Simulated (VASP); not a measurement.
## AlN: single point with PBEsol

AlN:

```
Al N
1.0
     3.21503    0.00264   -0.00538
    -1.60523    2.83212   -0.00046
    -0.00861   -0.00582    5.20296
Al N
2 2
Direct
  0.33299 0.66745 0.99736
  0.68080 0.32585 0.50497
  0.34175 0.69356 0.38201
  0.64446 0.31313 0.88566
```

This cell differs from its parent crystal: atoms moved at random and the cell strained at random.

```yaml
Program: VASP 6.6.1
Task: single point
Functional: PBEsol
Potentials_or_basis: VASP PAW PBE potentials, release 64 (Al, N)
Cutoff: 520 eV
k_mesh: 9 × 9 × 6
Occupations: gaussian, width 0.02 eV
Spin: no spin polarisation
Dipole_correction: no
Further_INCAR_settings: ALGO = Normal; EDIFF = 1e-07; NBANDS = 16
```

```
Pressure               : -19.2 GPa
Largest force          : 1.067 eV/Å
Band gap on the k mesh : 2.93 eV, direct
```

Forces on the atoms (eV/Å):
```
Al  -0.273 -0.377  0.588
Al  -0.605  0.749 -0.272
N    0.424 -0.978  0.050
N    0.454  0.607 -0.366
```

Stress tensor (GPa, compression positive):
```
-19.52  -0.23  -0.02
 -0.23 -18.75   0.59
 -0.02   0.59 -19.22
```

Levels at points of the mesh, in eV from the valence-band top:
| k point | band 4 | band 5 | band 6 | band 7 | band 8 | band 9 | band 10 | band 11 | band 12 | band 13 |
| --- | --- | --- | --- | --- | --- | --- | --- | --- | --- | --- |
| (0.00, 0.00, 0.00) | -1.19 | -0.76 | -0.42 | -0.16 | 0.00 | 2.93 | 5.40 | 9.36 | 9.83 | 10.30 |
| (0.00, 0.00, 0.50) | -3.21 | -0.94 | -0.74 | -0.60 | -0.18 | 5.13 | 5.29 | 8.99 | 9.15 | 10.21 |

It took 58 s on 1 thread of Intel(R) Xeon(R) 6975P-C (Granite Rapids) (shared host), peak memory 0.26 GiB.

Caveat: the cell differs from its parent crystal (atoms moved at random and the cell strained at random); the PAW data sets were made with another functional, which shifts forces and pressure a little.
